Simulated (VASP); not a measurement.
Set up this calculation in VASP 6.6.1, as the native input.

| Item | Value |
| --- | --- |
| Task | single point |
| Functional | PBE |
| Potentials or basis | VASP PAW PBE potentials, release 64 (Pt) |
| Cutoff | 520 eV |
| k mesh | 18 × 18 × 18 |
| Occupations | fermi-dirac, width 0.05 eV |
| Spin | no spin polarisation |
| Dipole correction | no |
| Further INCAR settings | ALGO = Normal; EDIFF = 1e-06; NBANDS = 11 |

The structure of Pt lies in POSCAR:

```
Pt
1.0
    0.0000000000      2.0887121729      2.0887121729
    2.0887121729      0.0000000000      2.0887121729
    2.0887121729      2.0887121729      0.0000000000
Pt
1
Direct
    0.0000000000      0.0000000000      0.0000000000
```

The input as run:

INCAR

```
ALGO     = Normal         # electronic algorithm
EDIFF    = 1E-6           # SCF threshold, eV
ENCUT    = 520            # plane-wave cutoff, eV
GGA      = PE             # functional
ISIF     = 2              # what is computed and relaxed
ISMEAR   = -1             # smearing method
LASPH    = T              # aspherical terms in the spheres
LCHARG   = T              # write CHGCAR
LELF     = T              # ELF
LREAL    = F              # projectors in reciprocal space
LVHAR    = T            
LWAVE    = F              # write WAVECAR
NBANDS   = 11             # bands
NELM     = 60             # most SCF steps
PREC     = Accurate       # precision mode
SIGMA    = 0.05           # smearing width, eV
```

KPOINTS

```
k-points
0
Gamma
  18 18 18
```

Potentials or basis: VASP PAW PBE potentials, release 64 (Pt).

Command:

```bash
$ cat potpaw_PBE.64/Pt/POTCAR > POTCAR
$ mpirun -np 1 vasp_std > vasp.out
```

It gave:

```yaml
Pressure: -25.0 GPa
Band_gap_on_the_k_mesh: zero (bands 5 and 6 overlap by 1.59 eV)
```

Caveat: the cell stands under tension; spin-orbit coupling is left out, which moves the levels of the heavy elements.

Wall time 40 s on 1 thread of Intel Xeon 8259CL, with other jobs on the host, peak memory 0.17 GiB.
